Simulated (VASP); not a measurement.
# PCS4 (P4/mmm) in VASP: a series of runs, part 2 of 2

VASP 6.6.1. Earlier steps stand in the parts before.

### Step 4. Single point, PBE+D3(BJ)

This run uses another cell than the first one, of 15.51 Å³/atom, 0.681 times its volume.

Contents of INCAR:

```
ALGO = Normal
EDIFF = 1E-6
ENCUT = 910
GGA = PE
GGA_COMPAT = False
ISIF = 2
ISMEAR = 0
IVDW = 12
LASPH = True
LCHARG = False
LREAL = False
LWAVE = False
NBANDS = 26
NELM = 120
PREC = Accurate
SIGMA = 0.1
```

Contents of KPOINTS:

```
k-points
0
Gamma
  12 12 4
```

Contents of POSCAR:

```
PCS4
1.0
    3.0690302494      0.0000000000      0.0000000000
    0.0000000000      3.0690302494      0.0000000000
    0.0000000000      0.0000000000      9.8794322403
P C S
1 1 4
Direct
    0.0000000000      0.0000000000      0.0000000000
    0.5000000000      0.5000000000      0.5000000000
    0.5000000000      0.5000000000      0.1471971202
    0.0000000000      0.0000000000      0.6042192354
    0.0000000000      0.0000000000      0.3957807646
    0.5000000000      0.5000000000      0.8528028798
```

Potentials or basis: VASP PAW PBE potentials, release 64 (P, C_h, S).

Command:

```sh
cat potpaw_PBE.64/P/POTCAR potpaw_PBE.64/C_h/POTCAR potpaw_PBE.64/S/POTCAR > POTCAR
mpirun -np 1 vasp_std > vasp.out
```

OUTCAR:

```text
EDIFF = 1E-6
   ENCUT = 910
   GGA = PE
   ISIF = 2
   ISMEAR = 0
   IVDW = 12
   LASPH = True
   LREAL = False
   NELM = 120
   PREC = Accurate
 IVDW          = 12

 ion  position               nearest neighbor table
   1  0.000  0.000  0.000-   3 2.61   6 2.61   3 2.61   6 2.61   3 2.61   6 2.61   3 2.61   6 2.61

   2  0.500  0.500  0.500-
   3  0.500  0.500  0.147-   1 2.61   1 2.61   1 2.61   1 2.61
   4  0.000  0.000  0.604-   5 2.06
   5  0.000  0.000  0.396-   4 2.06
   6  0.500  0.500  0.853-   1 2.61   1 2.61   1 2.61   1 2.61

  LATTYP: Found a simple tetragonal cell.
 ALAT       =     3.0690302494
 C/A-ratio  =     3.2190729440

  Lattice vectors:

 A1 = (   3.0690302494,   0.0000000000,   0.0000000000)
 A2 = (   0.0000000000,   3.0690302494,   0.0000000000)
 A3 = (   0.0000000000,   0.0000000000,   9.8794322403)

Analysis of symmetry for initial positions (statically):
=====================================================================
 Subroutine PRICEL returns:
[... 182 lines left out ...]
 cond. band min:       7.0323003408   @ k =   0.2500   0.0000   0.0000
 fundamental gap:      0.0215052824
 Fermi energy:         7.0257899034

 k-point     1 :       0.0000    0.0000    0.0000
  band No.  band energies     occupation
      1     -11.0854      2.00000
      2      -9.1089      2.00000
      3      -6.9863      2.00000
      4      -5.5605      2.00000
      5      -2.0675      2.00000
      6      -0.1500      2.00000
[... 685 lines left out ...]
     25      14.9352      0.00000
     26      15.3016      0.00000

 [... further k-points ...]

------------------------ aborting loop because EDIFF is reached ----------------------------------------

 Edisp (eV)   -1.99168

 E8    (eV) :    -0.7099

  FORCE on cell =-STRESS in cart. coord.  units (eV):
  Direction    XX          YY          ZZ          XY          YZ          ZX
  --------------------------------------------------------------------------------------
  -------------------------------------------------------------------------------------
  Total      -0.06719    -0.06719    -0.28202     0.00000     0.00000    -0.00000
  in kB      -1.15682    -1.15682    -4.85571     0.00000     0.00000    -0.00000
  external pressure =       -2.39 kB  Pullay stress =        0.00 kB

 VOLUME and BASIS-vectors are now :
 -----------------------------------------------------------------------------
  energy-cutoff  :      910.00
  volume of cell :       93.05
      direct lattice vectors                 reciprocal lattice vectors
     3.069030249  0.000000000  0.000000000     0.325835824  0.000000000  0.000000000
     0.000000000  3.069030249  0.000000000     0.000000000  0.325835824  0.000000000
     0.000000000  0.000000000  9.879432240     0.000000000  0.000000000  0.101220392

 POSITION                                       TOTAL-FORCE (eV/Angst)
 -----------------------------------------------------------------------------------
      0.00000      0.00000      0.00000        -0.000000     -0.000000     -0.000000
      1.53452      1.53452      4.93972        -0.000000     -0.000000     -0.000000
      1.53452      1.53452      1.45422        -0.000000      0.000000     -0.014714
      0.00000      0.00000      5.96934        -0.000000     -0.000000     -0.125655
      0.00000      0.00000      3.91009         0.000000     -0.000000      0.125655
      1.53452      1.53452      8.42521        -0.000000      0.000000      0.014714
 -----------------------------------------------------------------------------------
    total drift:                                0.000000      0.000000      0.000000

  FREE ENERGIE OF THE ION-ELECTRON SYSTEM (eV)
  ---------------------------------------------------
  free  energy   TOTEN  =       -24.5401000173 eV

  energy  without entropy=      -24.5211814790  energy(sigma->0) =      -24.53064075
```

OSZICAR:

```text
N       E                     dE             d eps       ncg     rms          rms(c)
DAV:   1     0.181424984898E+03    0.18142E+03   -0.20027E+04  4368   0.173E+03
DAV:   2    -0.929682625852E+01   -0.19072E+03   -0.17972E+03  5544   0.236E+02
DAV:   3    -0.227048264730E+02   -0.13408E+02   -0.12931E+02  5668   0.603E+01
DAV:   4    -0.229723234703E+02   -0.26750E+00   -0.26475E+00  5086   0.936E+00
DAV:   5    -0.229778112319E+02   -0.54878E-02   -0.54808E-02  5388   0.132E+00    0.191E+01
DAV:   6    -0.226755228044E+02    0.30229E+00   -0.12328E+00  4880   0.578E+00    0.119E+01
DAV:   7    -0.231340693254E+02   -0.45855E+00   -0.40806E+00  5636   0.682E+00    0.574E+00
DAV:   8    -0.225707933690E+02    0.56328E+00   -0.88012E-01  5600   0.470E+00    0.167E+00
DAV:   9    -0.225565562930E+02    0.14237E-01   -0.12947E-01  5296   0.185E+00    0.705E-01
DAV:  10    -0.225486658157E+02    0.78905E-02   -0.23491E-02  5288   0.726E-01    0.431E-01
DAV:  11    -0.225485359814E+02    0.12983E-03   -0.25483E-03  4826   0.253E-01    0.289E-01
DAV:  12    -0.225484433593E+02    0.92622E-04   -0.39766E-04  4996   0.980E-02    0.101E-01
DAV:  13    -0.225484250336E+02    0.18326E-04   -0.12290E-04  5308   0.536E-02    0.279E-02
DAV:  14    -0.225484237615E+02    0.12720E-05   -0.25429E-05  4852   0.261E-02    0.201E-02
DAV:  15    -0.225484241685E+02   -0.40697E-06   -0.33811E-06  4904   0.887E-03
   1 F= -.24540100E+02 E0= -.24530641E+02  d E =-.189185E-01
```

stdout:

```text
POSCAR found type information on POSCAR P C S
 POSCAR found :  3 types and       6 ions
 scaLAPACK will be used
 LDA part: xc-table for (Slater+PW92), standard interpolation
 POSCAR, INCAR and KPOINTS ok, starting setup
 FFT: planning ... GRIDC
 FFT: planning ... GRID_SOFT
 FFT: planning ... GRID
 WAVECAR not read
 entering main loop
```

It took 3.3 min on 1 thread of Intel Xeon 6975P-C (Granite Rapids), shared host; peak memory 0.55 GiB.

What came out:

- Free energy: -24.5401 eV
- Pressure: -0.2 GPa
- Largest force: 0.126 eV/Å
- Dispersion energy per atom: -0.332 eV

Forces in eV/Å, atoms in the order of the input:
```
P    0.000  0.000  0.000
C    0.000  0.000  0.000
S    0.000  0.000 -0.015
S    0.000  0.000 -0.126
S    0.000  0.000  0.126
S    0.000  0.000  0.015
```

Caveat: the cutoff is under 1.25 times the usual one of these potentials, so pressure, stress and relaxed cells hold a basis-set (Pulay) error; pairwise dispersion overbinds metals, which lowers pressure and volume.

### Step 5. Summary

```tsv
task	potentials or basis	cell	k mesh	cutoff (eV)	second run	gap on the mesh (eV)	pressure (GPa)	relaxed volume (Å³/atom)	largest force (eV/Å)
relaxation of cell and atoms	VASP PAW PBE potentials, release 64 (P, C, S)	relaxed from a = 3.290, b = 3.290, c = 12.621 Å, 6 atoms	6 × 6 × 2	600	-	none	0.0	15.59	-
relaxation of cell and atoms	VASP PAW PBE potentials, release 64 (P, C, S)	relaxed from a = 3.027, b = 3.027, c = 10.031 Å, 6 atoms	12 × 12 × 4	600	-	none	0.0	15.39	0.01
single point	VASP PAW PBE potentials, release 64 (P, C_h, S)	a = 3.069, b = 3.069, c = 9.879 Å, 6 atoms	12 × 12 × 4	910	hard_potentials	none	-0.2	-	0.13
```

Alike in all rows: level PBE+D3(BJ); no spin polarisation; smearing gaussian 0.1 eV.

Caveats: pairwise dispersion overbinds metals, which lowers pressure and volume; the volume moved by over 15 % at a fixed basis, so the end points are rough (some runs); the cutoff is under 1.25 times the usual one of these potentials, so pressure, stress and relaxed cells hold a basis-set (Pulay) error (some runs).

Total energies depend on the potentials used, so only differences within one code and one set of settings carry meaning.
